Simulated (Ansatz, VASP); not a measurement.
One calculation of HfC, two programs

INCAR

```
SYSTEM = HfC
PREC     = Accurate       ! precision mode
ENCUT    = 520            ! plane-wave cutoff, eV
EDIFF    = 1E-8           ! SCF threshold, eV
ISMEAR   = -1             ! smearing method
SIGMA    = 0.05           ! smearing width, eV
LREAL    = .FALSE.        ! projectors in reciprocal space
LASPH    = .TRUE.         ! aspherical terms in the spheres
NELM     = 100            ! most SCF steps
ALGO     = Normal         ! electronic algorithm
ISIF     = 2              ! what is computed and relaxed
LWAVE    = .FALSE.        ! write WAVECAR
LCHARG   = .FALSE.        ! write CHGCAR
GGA      = PS             ! functional
LEFG     = .TRUE.       
NBANDS   = 14             ! bands
```

File KPOINTS:

```
regular mesh
0
G
  15 15 15
  0 0 0
```

The input POSCAR:

```
HfC
1.0
    0.0000000000      2.2785000000      2.3250000000
    2.2785000000      0.0000000000      2.3250000000
    2.2785000000      2.2785000000      0.0000000000
Hf C
1 1
Direct
    0.5000000000      0.5000000000      0.5000000000
    0.0000000000      0.0000000000      0.0000000000
```

Input for Ansatz:

```yaml
crystal:
  lattice:
    - [0.0, 2.2785, 2.325]
    - [2.2785, 0.0, 2.325]
    - [2.2785, 2.2785, 0.0]
  atoms:
    - { symbol: Hf, position: [0.5, 0.5, 0.5] }
    - { symbol: C, position: [0.0, 0.0, 0.0] }
kpoints:
  mp_grid: { grid: [15, 15, 15] }
scf:
  occupations: { method: fermi_dirac, width: 0.05 }
hamiltonian:
  xc: pbesol
  pseudopotentials: { kind: all_electron, datasets: crystal }
output:
  forces: true
  stress: true
  eigenvalues: true
  efg: { contact_densities: true }
```

Change from the starting cell: equal xx and yy strain of -2 %, crystal datasets.

Alike in both runs: task electric field gradients; functional PBEsol; k mesh 15 × 15 × 15; occupations fermi-dirac, width 0.05 eV; no spin polarisation.

|  | VASP | Ansatz |
| --- | --- | --- |
| version | VASP 6.6.1 | Ansatz 0.2.0 |
| potentials or method | VASP PAW PBE potentials, release 64 (Hf_pv, C), cutoff 520 eV | all-electron PAW with datasets made for the crystal, scalar-relativistic |

Ansatz gave:

* pressure (GPa): 3.4
* traceless stress, the component that is largest in VASP (GPa): -5.90
* size of Vzz on the site where it differs most (V/Å²): 76.7

Question: Estimate VASP's values.

Answer: Pressure (GPa): 3.1; traceless stress, the component that is largest in VASP (GPa): -6.03; size of Vzz on the site where it differs most (V/Å²): 64.8.

VASP's potentials were made for PBE, not for PBEsol. Ansatz ran all-electron here, and VASP with PAW potentials.

Neither program's run includes spin-orbit coupling.
